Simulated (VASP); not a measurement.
PbO: relaxation of cell and atoms with PBE+D3(BJ)

The system is PbO.

```
Pb O
1.0
     3.99000    0.00000    0.00000
     0.00000    3.99000    0.00000
     0.00000    0.00000    5.01000
Pb O
2 2
Direct
  0.50000 0.00000 0.76000
  0.00000 0.50000 0.24000
  0.50000 0.50000 0.00000
  0.00000 0.00000 0.00000
```

```yaml
Program: VASP 6.6.1
Task: relaxation of cell and atoms
Functional: PBE
Dispersion: D3(BJ)
Potentials_or_basis: VASP PAW PBE potentials, release 64 (Pb_d, O)
Cutoff: 600 eV
k_mesh: 7 × 7 × 6
Occupations: fermi-dirac, width 0.05 eV
Spin: no spin polarisation
Dipole_correction: no
Further_INCAR_settings: ALGO = Normal; EDIFF = 1e-07; IBRION = 2; EDIFFG = -0.01; NSW = 60; ISIF = 3
```

| Item | Value |
| --- | --- |
| Relaxed volume | 20.29 Å³/atom |
| Relaxed cell | a = 4.034 Å, b = 4.034 Å, c = 4.986 Å, α = 90.00°, β = 90.00°, γ = 90.00° |
| Space group after relaxing (to 0.1 Å) | P4/nmm (No. 129) |
| Energy gained by relaxing | 1.8 meV/atom |
| Ionic steps | 7 |
| Pressure after relaxing | 0.0 GPa |
| Largest force after relaxing | 0.008 eV/Å |
| Band gap on the k mesh | 1.52 eV (least direct gap 2.30 eV) |
| Dispersion energy per atom | -0.234 eV |

Forces on the atoms (eV/Å):
```
Pb   0.000  0.000 -0.008
Pb   0.000  0.000  0.008
O    0.000  0.000  0.000
O    0.000  0.000  0.000
```

Step by step:
```csv
step,energy change (eV),largest force (eV/Å),pressure (GPa),volume (Å³)
1,0.0000,0.0399,1.10,79.76
2,-0.0039,0.2124,-0.63,81.35
3,-0.0048,0.1396,-0.13,80.87
4,-0.0069,0.0482,-0.06,81.05
5,-0.0073,0.0258,-0.01,81.20
6,-0.0073,0.0101,-0.01,81.17
7,-0.0074,0.0082,-0.02,81.15
```

Final structure:
```
Pb O
1.0
     4.03415    0.00000    0.00000
     0.00000    4.03415    0.00000
     0.00000    0.00000    4.98641
Pb O
2 2
Direct
  0.50000 0.00000 0.76161
  0.00000 0.50000 0.23839
  0.50000 0.50000 0.00000
  0.00000 0.00000 0.00000
```

Levels at points of the mesh, in eV from the valence-band top:
```csv
k point,band 18,band 19,band 20,band 21,band 22,band 23
"(0.00, 0.00, 0.00)",-1.51,-1.51,-0.01,2.39,5.56,5.56
"(0.00, 0.00, 0.50)",-1.54,-1.54,-0.74,1.95,3.98,3.98
```

Wall time 7.6 min on 1 thread of Intel Xeon 8259CL, with other jobs on the host, peak memory 0.26 GiB.

Caveat: spin-orbit coupling is left out, which moves the levels of the heavy elements; an odd mesh through Γ misses points on the zone boundary, where band edges can lie. Zero-point motion and thermal expansion aren't in these numbers.
